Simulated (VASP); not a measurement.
# Ca: single point with PBE

The system is Ca.

```
Ca
1.0
     3.47483    0.00000    0.00000
     0.00000    3.47483    0.00000
     0.00000    0.00000    3.47483
Ca
1
Direct
  0.00000 0.00000 0.00000
```

This isn't the form of Ca at room conditions, which is fcc.

```json
{
 "Program": "VASP 6.6.1",
 "Task": "single point",
 "Functional": "PBE",
 "Potentials or basis": "VASP PAW PBE potentials, release 64 (Ca_sv)",
 "Cutoff": "520 eV",
 "k mesh": "16 × 16 × 16",
 "Occupations": "fermi-dirac, width 0.0612256 eV",
 "Spin": "no spin polarisation",
 "Dipole correction": "no",
 "Further INCAR settings": "ALGO = Normal; EDIFF = 1e-07; NBANDS = 11"
}
```

| Property | Result |
| --- | --- |
| Pressure | 0.5 GPa |
| Band gap on the k mesh | zero (bands 5 and 6 overlap by 1.16 eV) |

Levels at points of the mesh, in eV from the Fermi level:
| k point | band 3 | band 4 | band 5 | band 6 | band 7 | band 8 |
| --- | --- | --- | --- | --- | --- | --- |
| (0.00, 0.00, 0.00) | -23.04 | -23.04 | -3.88 | 0.83 | 0.83 | 4.18 |
| (0.50, 0.00, 0.00) | -23.02 | -23.02 | -1.17 | -0.48 | 1.35 | 2.92 |
| (0.50, 0.50, 0.00) | -23.24 | -23.00 | -0.41 | 0.95 | 2.45 | 2.45 |
| (0.50, 0.50, 0.50) | -23.21 | -23.21 | 0.67 | 0.67 | 0.67 | 4.96 |

Wall time 68 s on 1 thread of Intel(R) Xeon(R) Platinum 8259CL CPU @ 2.50GHz (Skylake/Cascade Lake), with other jobs on the host, peak memory 0.2 GiB.
